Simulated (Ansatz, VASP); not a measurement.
**Ir: VASP beside Ansatz**

Contents of INCAR:

```
PREC     = Accurate       # precision mode
ENCUT    = 600            # plane-wave cutoff, eV
EDIFF    = 1E-6           # SCF threshold, eV
ISMEAR   = -1             # smearing method
SIGMA    = 0.08           # smearing width, eV
LREAL    = F              # projectors in reciprocal space
LASPH    = T              # aspherical terms in the spheres
NELM     = 60             # most SCF steps
ALGO     = Normal         # electronic algorithm
ISIF     = 3              # what is computed and relaxed
LWAVE    = F              # write WAVECAR
LCHARG   = F              # write CHGCAR
GGA      = PE             # functional
IBRION   = 2              # ionic algorithm
NSW      = 60             # ionic steps
EDIFFG   = -0.005         # ionic threshold
```

File KPOINTS:

```
regular mesh
0
Gamma
  18 18 18
```

POSCAR

```
Ir
1.0
    0.0000000000      1.9357497200      1.9357497200
    1.9357497200      0.0000000000      1.9357497200
    1.9357497200      1.9357497200      0.0000000000
Ir
1
Direct
    0.0000000000      0.0000000000      0.0000000000
```

Input for Ansatz:

```yaml
crystal:
  lattice:
    - [0.0, 1.93574972, 1.93574972]
    - [1.93574972, 0.0, 1.93574972]
    - [1.93574972, 1.93574972, 0.0]
  atoms:
    - { symbol: Ir, position: [0.0, 0.0, 0.0] }
kpoints:
  mp_grid: { grid: [18, 18, 18] }
scf:
  occupations: { method: fermi_dirac, width: 0.08 }
hamiltonian:
  xc: pbe
  pseudopotentials: { kind: paw }
output:
  forces: true
  stress: true
  write_density: true
  write_potential: true
  elf: true
  volumetric_format: npy
relax:
  f_tol: 0.005
  max_steps: 40
  cell: {}
```

Alike in both runs: task relaxation of cell and atoms; functional PBE; k mesh 18 × 18 × 18; occupations fermi-dirac, width 0.08 eV; no spin polarisation.

```csv
,VASP,Ansatz
version,VASP 6.6.1,Ansatz 0.2.0
potentials or method,"VASP PAW PBE potentials, release 64 (Ir)","PAW with Ansatz's default frozen-core files, scalar-relativistic"
plane-wave cutoff (eV),600,420
valence electrons in the cell,9,17
```

Ansatz gave:

| Property | Result |
| --- | --- |
| relaxed volume (Å³/atom) | 14.50 |
| relaxed cell length with the largest relative difference (Å) | 2.737 |

Q: Estimate VASP's values.

A: Relaxed volume (Å³/atom): 14.53; relaxed cell length with the largest relative difference (Å): 2.739.

VASP's potentials hold 9 valence electrons a cell and Ansatz's 17, so a difference there can come from the potentials and not from the codes.

Neither program's run includes spin-orbit coupling.
